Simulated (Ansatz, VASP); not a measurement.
## Two plane-wave programs on Al4N3

Contents of INCAR:

```
SYSTEM = Al4N3
ALGO = Normal
EDIFF = 1E-7
EDIFFG = -0.04
ENCUT = 600
GGA = PE
IBRION = 2
ISIF = 3
ISMEAR = 0
ISYM = 0
LASPH = .TRUE.
LCHARG = .FALSE.
LREAL = .FALSE.
LWAVE = .FALSE.
NELM = 80
NSW = 70
PREC = Accurate
SIGMA = 0.1
```

KPOINTS

```
k-points
0
G
  3 3 3
  0 0 0
```

POSCAR

```
Al4N3
1.0
    3.1302337030      0.0000000000     -5.0180132442
    3.1302337030      0.0000000000      5.0180132442
   -3.1302337030     -5.4217238131      0.0000000000
Al N
8 6
Direct
    0.3336218197      0.3342695871      0.1704506247
    0.8315569788      0.8286563182      0.1661087034
    0.3341697808      0.3343859226      0.6643260051
    0.8303474507      0.8286748039      0.6664107003
    0.9131458851      0.4121028105      0.3277214191
    0.4110864589      0.9158410530      0.3299453188
    0.9183448280      0.4182481030      0.8347427832
    0.4152096213      0.9134339361      0.8304158564
    0.6391968889      0.0223040614      0.6671777538
    0.1370950357      0.5138407427      0.6633689119
    0.7184459956      0.6036635566      0.3323211201
    0.2240047396      0.1023504187      0.3303034548
    0.7269505584      0.6078008068      0.8312688833
    0.2215222611      0.1087577772      0.8364426492
```

Input for Ansatz:

```yaml
crystal:
  lattice:
    - [3.130233703, 0.0, -5.0180132442]
    - [3.130233703, 0.0, 5.0180132442]
    - [-3.130233703, -5.4217238131, 0.0]
  atoms:
    - { symbol: Al, position: [0.3336218197, 0.3342695871, 0.1704506247] }
    - { symbol: Al, position: [0.8315569788, 0.8286563182, 0.1661087034] }
    - { symbol: Al, position: [0.3341697808, 0.3343859226, 0.6643260051] }
    - { symbol: Al, position: [0.8303474507, 0.8286748039, 0.6664107003] }
    - { symbol: Al, position: [0.9131458851, 0.4121028105, 0.3277214191] }
    - { symbol: Al, position: [0.4110864589, 0.915841053, 0.3299453188] }
    - { symbol: Al, position: [0.918344828, 0.418248103, 0.8347427832] }
    - { symbol: Al, position: [0.4152096213, 0.9134339361, 0.8304158564] }
    - { symbol: "N", position: [0.6391968889, 0.0223040614, 0.6671777538] }
    - { symbol: "N", position: [0.1370950357, 0.5138407427, 0.6633689119] }
    - { symbol: "N", position: [0.7184459956, 0.6036635566, 0.3323211201] }
    - { symbol: "N", position: [0.2240047396, 0.1023504187, 0.3303034548] }
    - { symbol: "N", position: [0.7269505584, 0.6078008068, 0.8312688833] }
    - { symbol: "N", position: [0.2215222611, 0.1087577772, 0.8364426492] }
  symmetry: { detect: false }
basis:
  ecutwfc: 420
kpoints:
  mp_grid: { grid: [3, 3, 3], shift: [0.0, 0.0, 0.0] }
hamiltonian:
  xc: pbe
scf:
  occupations: { method: gaussian, width: 0.1 }
  lower_state_search: "off"
output:
  forces: true
  stress: true
  eigenvalues: true
relax:
  adjacent_minimum: "off"
  f_tol: 0.04
  max_steps: 50
  cell: { stress_tol: 0.3 }
```

Alike in both runs: task relaxation of cell and atoms; functional PBE; k mesh 3 × 3 × 3; occupations gaussian, width 0.1 eV; no spin polarisation.

|  | VASP | Ansatz |
| --- | --- | --- |
| version | VASP 6.6.1 | Ansatz 0.2.0 |
| potentials or method | VASP PAW PBE potentials, release 64 (Al, N), cutoff 600 eV | scalar-relativistic, plane waves, PAW |
| valence electrons in the cell | 54 | 54 |

```csv
,VASP,Ansatz,Ansatz less VASP
"gap on the k mesh at the Fermi level, each at its own relaxed structure (eV)",none,none,-
relaxed volume (Å³/atom),11.78,11.80,+0.025
relaxed cell length with the largest relative difference (Å),5.799,5.808,+0.0086
```

A gap of «none» marks a metal or a gap that the smearing closes.

The k mesh is coarse, so the values compare programs but aren't converged.
